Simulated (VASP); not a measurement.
# HgTe (P4/mmm) in VASP: relaxation of cell and atoms with PBE

Aim: the relaxation of cell and atoms of HgTe with PBE.

Program: VASP 6.6.1. These are calculated values, not measurements. Logs are shortened: lines on timing, memory, paths and dates and some standing lists are left out, and cuts for length are marked.

## (1) The cell of the first run

The structure is tetragonal, space group P4/mmm (No. 123). Conventional cell: a = 3.883 Å, b = 3.883 Å, c = 3.654 Å, α = 90.00°, β = 90.00°, γ = 90.00°. Within 4.3 Å of Hg (site symmetry 4/mmm) lie 8 Te at 3.30 Å and 6 Hg at 3.65 to 3.88 Å. Te (site symmetry 4/mmm) has 8 Hg at 3.30 Å and 6 Te at 3.65 to 3.88 Å within 4.3 Å.

## (2) Relaxation of cell and atoms, PBE

INCAR reads:

```
  ALGO = Normal
  EDIFF = 1E-6
  EDIFFG = -0.01
  ENCUT = 600
  GGA = PE
  IBRION = 2
  ISIF = 3
  ISMEAR = 0
  LASPH = T
  LCHARG = F
  LREAL = F
  LWAVE = F
  NELM = 100
  NSW = 100
  PREC = Accurate
  SIGMA = 0.1
```

KPOINTS reads:

```
k-points
0
Gamma
  14 14 16
```

POSCAR reads:

```
HgTe
1.0
    3.8825339644      0.0000000000      0.0000000000
    0.0000000000      3.8825339644      0.0000000000
    0.0000000000      0.0000000000      3.6544723340
Hg Te
1 1
Direct
    0.5000000000      0.5000000000      0.0000000000
    0.0000000000      0.0000000000      0.5000000000
```

Potentials or basis: VASP PAW PBE potentials, release 64 (Hg, Te).

Command:

```console
> cat potpaw_PBE.64/Hg/POTCAR potpaw_PBE.64/Te/POTCAR > POTCAR
> mpirun -np 1 vasp_std > vasp.out
```

OUTCAR:

```text
EDIFF = 1E-6
   EDIFFG = -0.01
   ENCUT = 600
   GGA = PE
   IBRION = 2
   ISIF = 3
   ISMEAR = 0
   LASPH = T
   LREAL = F
   NELM = 100
   NSW = 100
   PREC = Accurate

 ion  position               nearest neighbor table
   1  0.500  0.500  0.000-   2 3.30   2 3.30   2 3.30   2 3.30   2 3.30   2 3.30   2 3.30   2 3.30

   2  0.000  0.000  0.500-   1 3.30   1 3.30   1 3.30   1 3.30   1 3.30   1 3.30   1 3.30   1 3.30

  LATTYP: Found a simple tetragonal cell.
 ALAT       =     3.8825339644
 C/A-ratio  =     0.9412595917

  Lattice vectors:

 A1 = (   3.8825339644,   0.0000000000,   0.0000000000)
 A2 = (   0.0000000000,   3.8825339644,   0.0000000000)
 A3 = (   0.0000000000,   0.0000000000,   3.6544723340)

Analysis of symmetry for initial positions (statically):
=====================================================================
 Subroutine PRICEL returns:
 Original cell was already a primitive cell.

 Routine SETGRP: Setting up the symmetry group for a
 simple tetragonal supercell.

 Subroutine GETGRP returns: Found 16 space group operations
 (whereof 16 operations were pure point group operations)
 out of a pool of 16 trial point group operations.

The static configuration has the point symmetry D_4h.

Analysis of symmetry for dynamics (positions and initial velocities):
=====================================================================
 Subroutine PRICEL returns:
 Original cell was already a primitive cell.

 Routine SETGRP: Setting up the symmetry group for a
 simple tetragonal supercell.

 Subroutine GETGRP returns: Found 16 space group operations
 (whereof 16 operations were pure point group operations)
 out of a pool of 16 trial point group operations.

The dynamic configuration has the point symmetry D_4h.

 Subroutine INISYM returns: Found 16 space group operations
 (whereof 16 operations are pure point group operations),
 and found     1 'primitive' translations

----------------------------------------------------------------------------------------

                                     Primitive cell

  volume of cell :      55.0878

  direct lattice vectors                    reciprocal lattice vectors
     3.882533964  0.000000000  0.000000000     0.257563748  0.000000000  0.000000000
     0.000000000  3.882533964  0.000000000     0.000000000  0.257563748  0.000000000
     0.000000000  0.000000000  3.654472334     0.000000000  0.000000000  0.273637316

  length of vectors
     3.882533964  3.882533964  3.654472334     0.257563748  0.257563748  0.273637316

  position of ions in fractional coordinates (direct lattice)
     0.500000000  0.500000000  0.000000000
     0.000000000  0.000000000  0.500000000

  ion indices of the primitive-cell ions
   primitive index   ion index
                 1           1
                 2           2

----------------------------------------------------------------------------------------

 KPOINTS: k-points

Automatic generation of k-mesh.
 Grid dimensions read from file:
 generate k-points for:   14   14   16

 Generating k-lattice:

  Cartesian coordinates                     Fractional coordinates (reciprocal lattice)
     0.018397411  0.000000000  0.000000000     0.071428571  0.000000000  0.000000000
     0.000000000  0.018397411  0.000000000     0.000000000  0.071428571  0.000000000
     0.000000000  0.000000000  0.017102332     0.000000000  0.000000000  0.062500000

  Length of vectors
     0.018397411  0.018397411  0.017102332

  Shift w.r.t. Gamma in fractional coordinates (k-lattice)
     0.000000000  0.000000000  0.000000000

 Subroutine IBZKPT returns following result:
 ===========================================

 Found    324 irreducible k-points:

 Following reciprocal coordinates:
            Coordinates               Weight
  0.000000  0.000000  0.000000      1.000000
  0.071429  0.000000  0.000000      4.000000
  0.142857  0.000000  0.000000      4.000000
  0.214286  0.000000  0.000000      4.000000
  0.285714  0.000000  0.000000      4.000000
  0.357143  0.000000  0.000000      4.000000
[... 16 lines left out ...]
  0.285714  0.214286  0.000000      8.000000
  0.357143  0.214286  0.000000      8.000000
 [... further k-points ...]
   k-points           NKPTS =    324   k-points in BZ     NKDIM =    324   number of bands    NBANDS=     13
   number of dos      NEDOS =    301   number of ions     NIONS =      2
   total plane-waves  NPLWV =  30720
   dimension x,y,z NGX =    32 NGY =   32 NGZ =   30
   dimension x,y,z NGXF=    64 NGYF=   64 NGZF=   60
   ions per type =               1   1
   NGX,Y,Z   is equivalent  to a cutoff of  13.70, 13.70, 13.65 a.u.
   NGXF,Y,Z  is equivalent  to a cutoff of  27.40, 27.40, 27.29 a.u.
 SYSTEM =  unknown system
   PREC   = accura    normal or accurate (medium, high low for compatibility)
   ISTART =      0    job   : 0-new  1-cont  2-samecut
   ICHARG =      2    charge: 1-file 2-atom 10-const
   ISPIN  =      1    spin polarized calculation?
   LNONCOLLINEAR =      F non collinear calculations
   LSORBIT =      F    spin-orbit coupling
   LASPH  =      T    aspherical Exc in radial PAW
   ENCUT  =  600.0 eV  44.10 Ry    6.64 a.u.   7.75  7.75  7.30*2*pi/ulx,y,z
   NELM   =    100;   NELMIN=  2; NELMDL= -5     # of ELM steps
   EDIFF  = 0.1E-05   stopping-criterion for ELM
   LREAL  =      F    real-space projection
   EDIFFG = -.1E-01   stopping-criterion for IOM
   NSW    =    100    number of steps for IOM
   IBRION =      2    ionic relax: 0-MD 1-quasi-New 2-CG
   NFREE  =      1    steps in history (QN), initial steepest desc. (CG)
   ISIF   =      3    stress and relaxation
   ISYM   =      2    0-nonsym 1-usesym 2-fastsym
   POTIM  = 0.5000    time-step for ionic-motion
   TEBEG  =    0.0;   TEEND  =   0.0 temperature during run
   PSTRESS=    0.0 pullay stress
   NELECT =      18.0000    total number of electrons
   NUPDOWN=      -1.0000    fix difference up-down
   EMIN   =  10.00;   EMAX   =-10.00  energy-range for DOS
   EFERMI =   0.00;   METHOD = LEGACY
   ISMEAR =     0;   SIGMA  =   0.10  broadening in eV -4-tet -1-fermi 0-gaus
   EFERMI_NEDOS =   21; number of points for ismear=-14 and -15
   IALGO  =     38    algorithm
   IMIX   =      4    mixing-type and parameters
     AMIX     =   0.40;   BMIX     =  1.00
     AMIX_MAG =   1.60;   BMIX_MAG =  1.00
  volume/ion in A,a.u.               =      27.54       185.88
  Fermi-wavevector in a.u.,A,eV,Ry     =   1.127580  2.130817 17.298938  1.271436
  Thomas-Fermi vector in A             =   2.264266
   LORBIT       =      0    0 simple, 1 ext, 2 COOP (PROOUT), +10 PAW based schemes
   GGA     = PE    functional components
   LHFCALC =     F    Hartree Fock is set to
   AEXX    =    0.0000 exact exchange contribution
   IVDW    =     0    specifies the selected vdW correction
   LEPSILON=     F    determine dielectric tensor
   LRPA    =     F    only Hartree local field effects (RPA)
 conjugate gradient relaxation of ions
 non-spin polarized calculation
 Gauss-broadening in eV      SIGMA  =   0.10
  energy-cutoff  :      600.00
  volume of cell :       55.09
 maximum number of plane-waves:      1860
 NGX is ok and might be reduce to    32
   NGX = 15   NGY = 15   NGZ = 15

--------------------------------------- Ionic step        1  -------------------------------------------

 number of electron      18.0000003 magnetization

 Free energy of the ion-electron system (eV)
  ---------------------------------------------------
  ext. energy  EPLUGINS =         0.00000000
  ---------------------------------------------------
  free energy    TOTEN  =        -2.83938264 eV

  energy without entropy =       -2.83282176  energy(sigma->0) =       -2.83610220

------------------------ aborting loop because EDIFF is reached ----------------------------------------

  FORCE on cell =-STRESS in cart. coord.  units (eV):
  Direction    XX          YY          ZZ          XY          YZ          ZX
  --------------------------------------------------------------------------------------
  -------------------------------------------------------------------------------------
  Total        0.1964467      0.1964467     -0.1397584      0.0000000      0.0000000      0.0000000
  in kB        5.7134716      5.7134716     -4.0647463      0.0000000      0.0000000      0.0000000
  external PRESSURE =       2.4540656 kB  Pullay stress =       0.0000000 kB
[... 89 lines left out ...]
  FREE ENERGIE OF THE ION-ELECTRON SYSTEM (eV)
  ---------------------------------------------------
  free  energy   TOTEN  =        -2.8471657121 eV

  energy  without entropy=       -2.8402042581  energy(sigma->0) =       -2.84368499

 E-fermi :   4.3768     XC(G=0):  -9.9956

 val. band max:        4.3767148124   @ k =   0.1429   0.0000   0.3750
 cond. band min:       4.3777468582   @ k =   0.2857   0.0000   0.1250
 fundamental gap:      0.0010320457
 Fermi energy:         4.3767978281

 k-point     1 :       0.0000    0.0000    0.0000
  band No.  band energies     occupation
      1      -7.7951      2.00000
      2      -2.4086      2.00000
      3      -1.9668      2.00000
      4      -1.7424      2.00000
      5      -1.4553      2.00000
      6      -1.4553      2.00000
      7       1.5102      2.00000
      8       2.5071      2.00000
      9       2.5071      2.00000
     10       6.2732      0.00000
     11       9.3759      0.00000
     12      11.6841      0.00000
     13      12.3611      0.00000
[... 353 lines left out ...]
 k-point    24 :       0.3571    0.2143    0.0000
  band No.  band energies     occupation
      1      -7.2089      2.00000
      2      -2.4711      2.00000
      3      -1.9971      2.00000
      4      -1.8267      2.00000
      5      -1.5136      2.00000
      6      -1.4740      2.00000
      7      -0.7477      2.00000
      8       1.7377      2.00000
      9       4.6233      0.00049
     10       6.8564      0.00000
     11       8.8578      0.00000
     12      11.1187      0.00000
     13      12.2556      0.00000

 [... further k-points ...]

[... ionic steps 4 to 20 ...]

--------------------------------------- Ionic step       21  -------------------------------------------

 number of electron      17.9999997 magnetization

------------------------ aborting loop because EDIFF is reached ----------------------------------------

  FORCE on cell =-STRESS in cart. coord.  units (eV):
  Direction    XX          YY          ZZ          XY          YZ          ZX
  --------------------------------------------------------------------------------------
  -------------------------------------------------------------------------------------
  Total       -0.0206435     -0.0206435     -0.0450296      0.0000000      0.0000000      0.0000000
  in kB       -0.5860794     -0.5860794     -1.2784137      0.0000000      0.0000000      0.0000000
  external PRESSURE =      -0.8168575 kB  Pullay stress =       0.0000000 kB
[... 57 lines left out ...]
  energy  without entropy=       -2.8904398843  energy(sigma->0) =       -2.89401615

--------------------------------------- Ionic step       23  -------------------------------------------

 number of electron      17.9999997 magnetization

 Free energy of the ion-electron system (eV)
  ---------------------------------------------------
  ext. energy  EPLUGINS =         0.00000000
  ---------------------------------------------------
  free energy    TOTEN  =        -2.89761842 eV

  energy without entropy =       -2.89049122  energy(sigma->0) =       -2.89405482

 E-fermi :   4.4315     XC(G=0): -10.0235

 val. band max:        4.4240235017   @ k =   0.3571   0.2857   0.2500
 cond. band min:       4.4364291397   @ k =   0.5000   0.2857   0.1875
 fundamental gap:      0.0124056379
 Fermi energy:         4.4315342332

 k-point     1 :       0.0000    0.0000    0.0000
  band No.  band energies     occupation
      1      -7.7605      2.00000
      2      -2.3554      2.00000
      3      -1.9279      2.00000
      4      -1.6955      2.00000
      5      -1.4146      2.00000
      6      -1.4146      2.00000
      7       1.5993      2.00000
      8       2.5754      2.00000
      9       2.5754      2.00000
     10       6.2585      0.00000
     11       9.4473      0.00000
     12      11.6852      0.00000
     13      12.4958      0.00000
[... 353 lines left out ...]
 k-point    24 :       0.3571    0.2143    0.0000
  band No.  band energies     occupation
      1      -7.1578      2.00000
      2      -2.4208      2.00000
      3      -1.9564      2.00000
      4      -1.7840      2.00000
      5      -1.4760      2.00000
      6      -1.4342      2.00000
      7      -0.6991      2.00000
      8       1.7938      2.00000
      9       4.7121      0.00007
     10       6.8622      0.00000
     11       8.9621      0.00000
     12      11.2297      0.00000
     13      12.2679      0.00000

 [... further k-points ...]
[... 5 lines left out ...]
  --------------------------------------------------------------------------------------
  -------------------------------------------------------------------------------------
  Total       -0.0006515     -0.0006515     -0.0172000      0.0000000      0.0000000      0.0000000
  in kB       -0.0185172     -0.0185172     -0.4888349      0.0000000      0.0000000      0.0000000
  external PRESSURE =      -0.1752898 kB  Pullay stress =       0.0000000 kB
[... 17 lines left out ...]
  FREE ENERGIE OF THE ION-ELECTRON SYSTEM (eV)
  ---------------------------------------------------
  free  energy   TOTEN  =        -2.8976184197 eV

  energy  without entropy=       -2.8904912248  energy(sigma->0) =       -2.89405482

 reached required accuracy - stopping structural energy minimisation
```

It took 28 min on 1 thread of AMD EPYC 7R43 (Zen 3), shared host; peak memory 0.43 GiB.

What came out:

```
Free energy                            : -2.8976 eV
Relaxed volume                         : 28.19 Å³/atom
Relaxed cell                           : a = 4.150 Å, b = 4.150 Å, c = 3.273 Å, α = 90.00°, β = 90.00°, γ = 90.00°
Space group after relaxing (to 0.05 Å) : P4/mmm (No. 123)
Energy gained by relaxing              : 29.1 meV/atom
Ionic steps                            : 23
Pressure after relaxing                : 0.0 GPa
Band gap on the k mesh                 : zero (band 9 reaches 6.46 eV, above the bottom of band 10 at 2.65 eV)
```

The path:
| step | energy change (eV) | largest force (eV/Å) | pressure (GPa) | volume (Å³) |
| --- | --- | --- | --- | --- |
| 1 | 0.0000 | 0.0000 | 0.25 | 55.09 |
| 2 | -0.0022 | 0.0000 | 0.04 | 55.42 |
| 3 | -0.0078 | 0.0000 | -0.72 | 56.42 |
| 4 | -0.0124 | 0.0000 | -1.86 | 58.39 |
| 5 | -0.0127 | 0.0000 | -1.87 | 58.42 |
| 6 | -0.0137 | 0.0000 | -1.92 | 58.51 |
| 7 | -0.0157 | 0.0000 | -1.94 | 58.68 |
| 8 | -0.0196 | 0.0000 | -2.11 | 59.02 |
| 9 | -0.0251 | 0.0000 | -2.31 | 59.68 |
| 10 | -0.0299 | 0.0000 | -2.19 | 59.44 |
| 11 | -0.0424 | 0.0000 | -1.70 | 58.74 |
| 12 | -0.0561 | 0.0000 | -0.63 | 57.33 |
| 13 | -0.0566 | 0.0000 | -0.29 | 56.95 |
| 14 | -0.0566 | 0.0000 | -0.40 | 57.02 |
| 15 | -0.0570 | 0.0000 | -0.32 | 56.94 |
| 16 | -0.0579 | 0.0000 | -0.26 | 56.68 |
| 17 | -0.0579 | 0.0000 | 0.07 | 56.17 |
| 18 | -0.0582 | 0.0000 | -0.02 | 56.40 |
| 19 | -0.0582 | 0.0000 | -0.11 | 56.48 |
| 20 | -0.0582 | 0.0000 | -0.08 | 56.45 |
| 21 | -0.0582 | 0.0000 | -0.08 | 56.43 |
| 22 | -0.0582 | 0.0000 | -0.07 | 56.42 |
| 23 | -0.0582 | 0.0000 | -0.02 | 56.37 |

Final structure:
```xyz
2
Lattice="4.1503 0.0000 0.0000 0.0000 4.1503 0.0000 0.0000 0.0000 3.2728" Properties=species:S:1:pos:R:3 pbc="T T T"
Hg    2.0751    2.0751    0.0000
Te    0.0000    0.0000    1.6364
```

Levels at points of the mesh, in eV from the Fermi level:
```tsv
k point	band 6	band 7	band 8	band 9	band 10	band 11	band 12	band 13
(0.00, 0.00, 0.00)	-5.85	-2.83	-1.86	-1.86	1.83	5.02	7.25	8.06
(0.50, 0.00, 0.00)	-5.84	-5.56	-0.37	2.03	2.51	2.61	4.00	7.50
(0.50, 0.50, 0.00)	-5.76	-4.09	-4.09	-3.65	2.55	8.36	8.36	8.71
(0.00, 0.00, 0.50)	-6.05	-4.54	0.46	0.46	1.09	2.14	4.99	4.99
(0.50, 0.00, 0.50)	-5.68	-4.54	-3.02	-1.77	0.28	5.29	5.94	7.40
(0.50, 0.50, 0.50)	-5.59	-2.96	-0.88	-0.88	-0.56	1.22	1.74	1.74
```

Caveat: spin-orbit coupling is left out, which moves the levels of the heavy elements.
